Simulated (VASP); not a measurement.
Runs of VASP 6.6.1 on Bi. The structure is that of space group Fd-3m (No. 227), or close to it. The cells are those of the table. This isn't the form of Bi at room conditions, which is rhombohedral.

| task | cell | k mesh | cutoff (eV) | gap on the mesh (eV) | pressure (GPa) |
| --- | --- | --- | --- | --- | --- |
| single point | a = 5.071 Å, angles 60.0°, 2 atoms | 8 × 8 × 8 | 520 | none | -0.1 |
| single point | a = 5.071 Å, angles 60.0°, 2 atoms | 13 × 13 × 13 | 520 | none | -0.2 |
| single point | a = 5.203 Å, angles 60.0°, 2 atoms | 9 × 9 × 9 | 520 | none | -2.2 |
| single point | a = 5.138 Å, angles 60.0°, 2 atoms | 9 × 9 × 9 | 520 | none | -1.2 |
| single point | a = 5.266 Å, angles 60.0°, 2 atoms | 9 × 9 × 9 | 520 | none | (b) |
| single point | a = 5.071 Å, angles 60.0°, 2 atoms | 9 × 9 × 9 | 520 | none | -0.1 |
| relaxation of cell and atoms | relaxed from a = 4.954 Å, angles 60.0°, 2 atoms | 8 × 8 × 8 | 600 | none | 0.0 |
| single point | a = 4.859 Å, angles 60.0°, 2 atoms | 9 × 9 × 9 | 520 | none | (a) |
| single point | a = 4.932 Å, angles 60.0°, 2 atoms | 9 × 9 × 9 | 520 | none | 3.1 |
| single point | a = 5.002 Å, angles 60.0°, 2 atoms | 9 × 9 × 9 | 520 | none | 1.4 |

Alike in all rows: level PBEsol; potentials or basis VASP PAW PBE potentials, release 64 (Bi_d); no spin polarisation; smearing fermi-dirac 0.1 eV.

**Question.** Estimate the missing entries.

**Answer.** (a) 5.4; (b) -3.0.

Caveats: the PAW data sets were made with another functional, which shifts forces and pressure a little; spin-orbit coupling is left out, which moves the levels of the heavy elements; the cell stands under pressure (at least some runs).

A k mesh can miss the band edges, and the runs leave out spin-orbit coupling on Bi.

A gap of «none» marks levels without a gap at the run's occupations.
